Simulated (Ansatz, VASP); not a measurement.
**MoS2 in VASP and in Ansatz**

File INCAR:

```
SYSTEM = MoS2
  PREC = Accurate
  ENCUT = 520
  EDIFF = 1E-7
  ISMEAR = 0
  SIGMA = 0.05
  LREAL = .False.
  LASPH = .True.
  NELM = 60
  ALGO = Normal
  ISIF = 2
  LWAVE = .False.
  LCHARG = .True.
  GGA = PE
  IVDW = 12
  LELF = .True.
  LVHAR = .True.
  NBANDS = 20
```

File KPOINTS:

```
regular mesh
0
Gamma
  12 12 4
  0 0 0
```

POSCAR

```
MoS2
1.0
    3.1497239970      0.0000000000      0.0236229300
   -1.5748619985      2.7277409963     -0.0118114650
    0.0498565700      0.0000000000      6.6475426602
Mo S
1 2
Direct
    0.0000000000      0.0000000000      0.0000000000
    0.3333333333      0.6666666667      0.2356692374
    0.3333333333      0.6666666667      0.7643307626
```

Input for Ansatz:

```yaml
crystal:
  lattice:
    - [3.149723997, 0.0, 0.02362293]
    - [-1.5748619985, 2.7277409963, -0.011811465]
    - [0.04985657, 0.0, 6.6475426602]
  atoms:
    - { symbol: Mo, position: [0.0, 0.0, 0.0] }
    - { symbol: S, position: [0.3333333333, 0.6666666667, 0.2356692374] }
    - { symbol: S, position: [0.3333333333, 0.6666666667, 0.7643307626] }
basis:
  ecutwfc: 420
kpoints:
  mp_grid: { grid: [12, 12, 4] }
hamiltonian:
  xc: pbe
  dispersion: d3bj
scf:
  occupations: { method: gaussian, width: 0.05 }
output:
  forces: true
  stress: true
  eigenvalues: true
```

Change from the starting cell: strain +0.0150 x Voigt [0, 0, 0, 0, 1, 0], atoms carried along.

Alike in both runs: task single point; functional PBE; dispersion D3(BJ); k mesh 12 × 12 × 4; occupations gaussian, width 0.05 eV; no spin polarisation.

```csv
,VASP,Ansatz
version,VASP 6.6.1,Ansatz 0.2.0
potentials or method,"VASP PAW PBE potentials, release 64 (Mo_sv, S), cutoff 520 eV","scalar-relativistic, plane waves, PAW"
valence electrons in the cell,26,26
```

```tsv
	VASP	Ansatz	Ansatz less VASP
gap on the k mesh at the Fermi level (eV)	1.22	1.20	-0.011
least direct gap on the mesh (eV)	1.76	1.76	-0.004
pressure (GPa)	-0.1	0.0	+0.13
traceless stress, the component that is largest in VASP (GPa)	-1.88	-1.88	-0.006
rms of the force components (eV/Å)	0.105	0.105	+0.0004
```

Atom by atom the forces differ by 0.006 eV/Å (rms over components).
